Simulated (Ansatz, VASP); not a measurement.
## HRh8: VASP beside Ansatz

```
Rh H
1.0
     5.36502    0.00000    0.00000
     0.00000    3.79364    0.00000
     0.00000    0.00000   21.24008
Rh H
8 1
Direct
  0.25000 0.50000 0.18832
  0.75000 0.50000 0.18832
  0.00000 0.00000 0.25147
  0.50000 0.00000 0.25147
  0.25000 0.50000 0.31535
  0.75000 0.50000 0.31535
  0.00000 0.00000 0.37383
  0.50000 0.00000 0.37383
  0.00000 0.37500 0.52919
```

Alike in both runs: task single point; functional PBE; dispersion D3(BJ); k mesh 5 × 7 × 1; occupations gaussian, width 0.1 eV; no spin polarisation.

|  | VASP | Ansatz |
| --- | --- | --- |
| version | VASP 6.6.1 | Ansatz 0.2.0 |
| potentials or method | VASP PAW PBE potentials, release 64 (Rh_pv, H), cutoff 520 eV | scalar-relativistic, plane waves, PAW |
| valence electrons in the cell | 121 | 137 |

```csv
,VASP,Ansatz,Ansatz less VASP
gap on the k mesh at the Fermi level (eV),none,none,-
rms of the force components (eV/Å),0.269,0.268,-0.0012
"work function, face that differs most (eV)",4.63,4.63,+0.002
```

Atom by atom the forces differ by 0.002 eV/Å (rms over components). A gap of «none» marks a metal or a gap that the smearing closes. VASP's potentials hold 121 valence electrons a cell and Ansatz's 137, so a difference there can come from the potentials and not from the codes.
